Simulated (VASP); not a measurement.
# RbPd: single point with PBE

Crystal: RbPd.

```
Rb Pd
1.0
     4.39917    0.00000    0.00000
    -2.19958    3.80979    0.00000
     0.00000    0.00000    6.17275
Rb Pd
1 1
Direct
  0.33333 0.66667 0.50000
  0.00000 0.00000 0.00000
```

The cell was built from a structure type or drawn by symmetry, and may not be a known phase.

```yaml
Program: VASP 6.6.1
Task: single point
Functional: PBE
Potentials_or_basis: VASP PAW PBE potentials, release 64 (Rb_sv, Pd)
Cutoff: 500 eV
k_mesh: 6 × 6 × 4
Occupations: gaussian, width 0.1 eV
Spin: no spin polarisation
```

```yaml
Pressure: -2.8 GPa
Band_gap_on_the_k_mesh: zero (an odd number of electrons rules out a gap without spin polarisation)
```

Stress tensor (GPa, compression positive):
```
-1.84  0.00  0.00
 0.00 -1.84  0.00
 0.00  0.00 -4.68
```

Levels at points of the mesh, in eV from the Fermi level:
```csv
k point,band 6,band 7,band 8,band 9,band 10,band 11,band 12,band 13,band 14,band 15
"(0.00, 0.00, 0.00)",-0.85,-0.54,-0.54,-0.50,-0.50,2.18,2.72,4.92,4.92,6.97
"(0.50, 0.00, 0.00)",-0.74,-0.72,-0.56,-0.29,0.82,1.39,2.95,3.54,5.55,6.25
"(0.00, 0.00, 0.50)",-0.63,-0.55,-0.55,-0.51,-0.51,-0.33,4.53,5.16,5.16,6.61
"(0.50, 0.00, 0.50)",-0.77,-0.66,-0.54,-0.29,0.92,2.00,2.21,3.09,5.09,5.67
```

Run time: 13 s on 1 thread of Intel(R) Xeon(R) 6975P-C (Granite Rapids), on a shared host, peak memory 0.22 GiB.
